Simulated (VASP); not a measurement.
Si, 2 atoms in the cell. The structure is orthorhombic, space group Fddd (No. 70). The conventional cell has a = 5.281 Å, b = 5.444 Å, c = 5.608 Å, α = 90.00°, β = 90.00°, γ = 90.00°. Within 3.1 Å of Si (site symmetry 222) lie 4 Si at 2.36 Å.  This cell differs from its parent crystal: strain +0.0300 x Voigt [1, -1, 0, 0, 0, 0].

- Program: VASP 6.6.1
- Task: single point
- Functional: r2SCAN
- Potentials or basis: VASP PAW PBE potentials, release 64 (Si)
- Cutoff: 520 eV
- k mesh: 8 × 8 × 8
- Occupations: gaussian, width 0.05 eV
- Spin: no spin polarisation
- Dipole correction: no
- Further INCAR settings: ALGO = Normal; EDIFF = 1e-06; NBANDS = 11

Potentials or basis: VASP PAW PBE potentials, release 64 (Si).

Command:

```bash
$ cat potpaw_PBE.64/Si/POTCAR > POTCAR
$ cp INCAR.step1 INCAR
$ mpirun -np 1 vasp_std > vasp.out
$ cp INCAR.step2 INCAR
$ mpirun -np 1 vasp_std > vasp.out
```

Hardware: 1 thread of Intel Xeon 8259CL, with other jobs on the host.

Estimate the wall time of this run.

It took 3.7 min on 1 thread of Intel Xeon 8259CL, with other jobs on the host, peak memory 0.18 GiB. Counts: k points 95.
